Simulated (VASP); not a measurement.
**GaN (zincblende type): relaxation of cell and atoms with PBE**

GaN (zincblende type):

```
CELL_PARAMETERS angstrom
0.00000 2.20964 2.20964
2.20964 0.00000 2.20964
2.20964 2.20964 0.00000
ATOMIC_POSITIONS crystal
Ga 0.00000 0.00000 0.00000
N 0.25000 0.25000 0.25000
```

- Program: VASP 6.6.1
- Task: relaxation of cell and atoms
- Functional: PBE
- Potentials or basis: VASP PAW PBE potentials, release 64 (Ga_d, N)
- Cutoff: 600 eV
- k mesh: 16 × 16 × 16
- Occupations: fermi-dirac, width 0.08 eV
- Spin: no spin polarisation
- Target pressure: 18 GPa
- Dipole correction: no
- Further INCAR settings: ALGO = Normal; EDIFF = 1e-06; IBRION = 2; EDIFFG = -0.005; NSW = 32; ISIF = 3

The relaxed volume is 10.78 Å³/atom and the relaxed cell is a = 3.124 Å, b = 3.124 Å, c = 3.124 Å, α = 60.00°, β = 60.00°, γ = 60.00°. The space group after relaxing (to 0.05 Å) is F-43m (No. 216), the energy change on relaxing (the enthalpy is what falls) is +1.2 meV/atom and the ionic steps are 3. The pressure after relaxing is 18.0 GPa and the band gap on the k mesh is 2.11 eV, direct.

Step by step:
```
step  energy change (eV)  largest force (eV/Å)  pressure (GPa)  volume (Å³)
   1              0.0000                0.0000           17.79        21.58
   2              0.0050                0.0000           18.35        21.53
   3              0.0024                0.0000           17.99        21.56
```

Final structure:
```yaml
crystal:
  lattice:
    - [0.00000, 2.20891, 2.20891]
    - [2.20891, 0.00000, 2.20891]
    - [2.20891, 2.20891, 0.00000]
  atoms:
    - { symbol: Ga, position: [0.00000, 0.00000, 0.00000] }
    - { symbol: N, position: [0.25000, 0.25000, 0.25000] }
```

Levels at points of the mesh, in eV from the valence-band top:
| k point | band 6 | band 7 | band 8 | band 9 | band 10 | band 11 | band 12 | band 13 |
| --- | --- | --- | --- | --- | --- | --- | --- | --- |
| (0.00, 0.00, 0.00) | -13.12 | 0.00 | 0.00 | 0.00 | 2.11 | 10.68 | 10.68 | 10.68 |
| (0.50, 0.00, 0.00) | -11.87 | -7.44 | -1.05 | -1.05 | 5.06 | 9.03 | 10.68 | 10.68 |
| (0.50, 0.50, 0.00) | -11.46 | -6.38 | -2.92 | -2.92 | 3.37 | 7.02 | 12.15 | 14.61 |

Wall time 3 min on 1 thread of AMD EPYC 7R43 64-Core Processor (Zen 3), with other jobs on the host, peak memory 0.16 GiB.

Caveat: the cell is relaxed towards a set pressure, so the enthalpy falls and the energy may rise. A k mesh can miss the band edges.
